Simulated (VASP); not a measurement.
Input of a VASP 6.6.1 run:

File INCAR:

```
PREC = Accurate ; ENCUT = 520
EDIFF = 1E-6 ; ISMEAR = 0
SIGMA = 0.017 ; LREAL = False
LASPH = True ; NELM = 100
ALGO = Normal ; ISIF = 2
LWAVE = False ; LCHARG = False
GGA = PE ; NBANDS = 11
```

The input KPOINTS:

```
Automatic mesh
0
Gamma
  10 10 10
```

The input POSCAR:

```
Hf
1.0
   -1.8050000000      1.8050000000      1.8050000000
    1.8050000000     -1.8050000000      1.8050000000
    1.8050000000      1.8050000000     -1.8050000000
Hf
1
Direct
    0.0000000000      0.0000000000      0.0000000000
```

Potentials or basis: VASP PAW PBE potentials, release 64 (Hf_pv).

The run is started by

```bash
$ cat potpaw_PBE.64/Hf_pv/POTCAR > POTCAR
$ mpirun -np 1 vasp_std > vasp.out
```

**Question.** What does it give for the pressure?

**Answer.** -5.3 GPa.

**Question.** Estimate the band gap on the k mesh.

**Answer.** Zero (band 5 reaches 5.73 eV, above the bottom of band 6 at 3.54 eV).

Caveat: spin-orbit coupling is left out, which moves the levels of the heavy elements.
